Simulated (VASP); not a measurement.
Set up this calculation in VASP 6.6.1, as the native input.

```yaml
Task: single point
Functional: LDA
Potentials_or_basis: VASP PAW LDA potentials, release 64 (C)
Cutoff: 520 eV
k_mesh: 12 × 12 × 12
Occupations: gaussian, width 0.05 eV
Spin: no spin polarisation
Dipole_correction: no
Further_INCAR_settings: ALGO = Normal; EDIFF = 1e-06; NBANDS = 11
```

The structure of C lies in POSCAR:

```
C
1.0
    1.1666250292      0.6735512746      3.2633355684
   -1.1666250292      0.6735512746      3.2633355684
    0.0000000000     -1.3471025493      3.2633355684
C
2
Direct
    0.1640000000      0.1640000000      0.1640000000
    0.8360000000      0.8360000000      0.8360000000
```

This cell differs from its parent crystal: strain -0.050 along x and y, -0.025 along z.

One way to write it, as run:

INCAR

```
  PREC = Accurate
  ENCUT = 520
  EDIFF = 1E-6
  ISMEAR = 0
  SIGMA = 0.05
  LREAL = F
  LASPH = T
  NELM = 100
  ALGO = Normal
  ISIF = 2
  LWAVE = F
  LCHARG = F
  GGA = CA
  NBANDS = 11
```

KPOINTS

```
Automatic mesh
0
Gamma
  12 12 12
```

Potentials or basis: VASP PAW LDA potentials, release 64 (C).

Run with:

```bash
$ cat potpaw_LDA.64/C/POTCAR > POTCAR
$ mpirun -np 1 vasp_std > vasp.out
```

It gave:

```yaml
Pressure: 51.2 GPa
Largest_force: 0.801 eV/Å
Band_gap_on_the_k_mesh: 0.84 eV, direct
```

Caveat: the cell differs from its parent crystal (strain -0.050 along x and y, -0.025 along z).

Wall time 24 s on 1 thread of Intel Xeon 6975P-C, with other jobs on the host, peak memory 0.15 GiB.
